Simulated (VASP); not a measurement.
# La: single point with PBE

Crystal: La.

```
La
1.0
    -2.36748    2.36748    1.27207
     2.36748   -2.36748    1.27207
     2.36748    2.36748   -1.27207
La
2
Direct
  0.62500 0.87500 0.75000
  0.37500 0.12500 0.25000
```

This cell differs from its parent crystal: volume scaled by 0.4, core large.

```
Program                : VASP 6.6.1
Task                   : single point
Functional             : PBE
Potentials or basis    : VASP PAW PBE potentials, release 64 (La)
Cutoff                 : 520 eV
k mesh                 : 13 × 13 × 13
Occupations            : fermi-dirac, width 0.08 eV
Spin                   : no spin polarisation
Dipole correction      : no
Further INCAR settings : ALGO = Normal; EDIFF = 1e-07; NBANDS = 18
```

- Pressure: 207.2 GPa
- Band gap on the k mesh: zero (band 11 reaches 22.76 eV, above the bottom of band 12 at 19.16 eV)

Stress tensor (GPa, compression positive):
```
206.99   0.00   0.00
  0.00 206.99   0.00
  0.00   0.00 207.76
```

Levels at points of the mesh, in eV from the Fermi level:
```
           k point  band 7  band 8  band 9  band 10  band 11  band 12  band 13  band 14  band 15  band 16
(0.00, 0.00, 0.00)  -11.21  -10.98   -7.74    -1.88    -0.80    -0.40     1.00     1.00     1.16     1.16
```

Wall time 2.3 min on 1 thread of Intel(R) Xeon(R) Platinum 8259CL CPU @ 2.50GHz (Skylake/Cascade Lake), on a shared host, peak memory 0.24 GiB.

Caveat: spin-orbit coupling is left out, which moves the levels of the heavy elements.
